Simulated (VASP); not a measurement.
# Sb5P2: single point with PBE

Crystal: Sb5P2.

```
Sb P
1.0
     6.71907    0.00000   -0.24758
     0.00000    3.02472    0.00000
    -1.65079    0.00000    9.28761
Sb P
5 2
Cartesian
  0.5133 0.0000 5.2951
  4.5550 0.0000 3.7449
  3.4286 0.0000 6.5175
  1.6397 0.0000 2.5226
  3.3595 0.0000 -0.1238
  -1.0680 0.0000 8.3419
  6.1363 0.0000 0.6981
```

The cell was generated, and may not be a known phase.

```
Program                : VASP 6.6.1
Task                   : single point
Functional             : PBE
Potentials or basis    : VASP PAW PBE potentials, release 64 (Sb, P)
Cutoff                 : 520 eV
k mesh                 : 6 × 12 × 4
Occupations            : gaussian, width 0.1 eV
Spin                   : no spin polarisation
Dipole correction      : no
Further INCAR settings : ALGO = Fast; EDIFF = 1e-06; NBANDS = 26
```

```yaml
Pressure: 0.0 GPa
Largest_force: 0.038 eV/Å
Band_gap_on_the_k_mesh: zero (an odd number of electrons rules out a gap without spin polarisation)
```

Forces in eV/Å, atoms in the order of the input:
```
Sb   0.007  0.000  0.013
Sb  -0.007  0.000 -0.013
Sb  -0.008  0.000  0.011
Sb   0.008  0.000 -0.011
Sb   0.000  0.000  0.000
P   -0.018  0.000  0.034
P    0.018  0.000 -0.034
```

Levels at points of the mesh, in eV from the Fermi level:
| k point | band 14 | band 15 | band 16 | band 17 | band 18 | band 19 | band 20 | band 21 |
| --- | --- | --- | --- | --- | --- | --- | --- | --- |
| (0.00, 0.00, 0.00) | -0.70 | -0.20 | 1.22 | 1.43 | 1.76 | 2.14 | 3.15 | 3.34 |
| (0.50, 0.00, 0.00) | -0.88 | -0.59 | -0.49 | 0.90 | 1.51 | 2.40 | 2.70 | 3.52 |
| (0.00, 0.50, 0.00) | -3.16 | -2.98 | -2.16 | -2.03 | -1.68 | -0.93 | 0.10 | 1.27 |
| (0.50, 0.50, 0.00) | -3.05 | -2.24 | -2.21 | -1.70 | -1.22 | -1.21 | -1.03 | 1.32 |
| (0.00, 0.00, 0.50) | -0.58 | 0.51 | 0.61 | 0.94 | 1.16 | 1.44 | 2.76 | 2.99 |
| (0.50, 0.00, 0.50) | -1.88 | -1.01 | -0.15 | 1.48 | 1.51 | 1.79 | 2.98 | 3.52 |
| (0.00, 0.50, 0.50) | -3.19 | -2.99 | -2.40 | -2.14 | -1.19 | -0.87 | 0.28 | 1.80 |
| (0.50, 0.50, 0.50) | -2.50 | -2.43 | -2.36 | -1.48 | -1.22 | -0.81 | 0.25 | 0.26 |

It took 11 min on 1 thread of Oxide Virtual Turin-like Processor, on a shared host, peak memory 0.5 GiB.

Caveat: spin-orbit coupling is left out, which moves the levels of the heavy elements; an odd number of electrons without spin polarisation forces a metal; a magnetic or distorted state may lie lower.
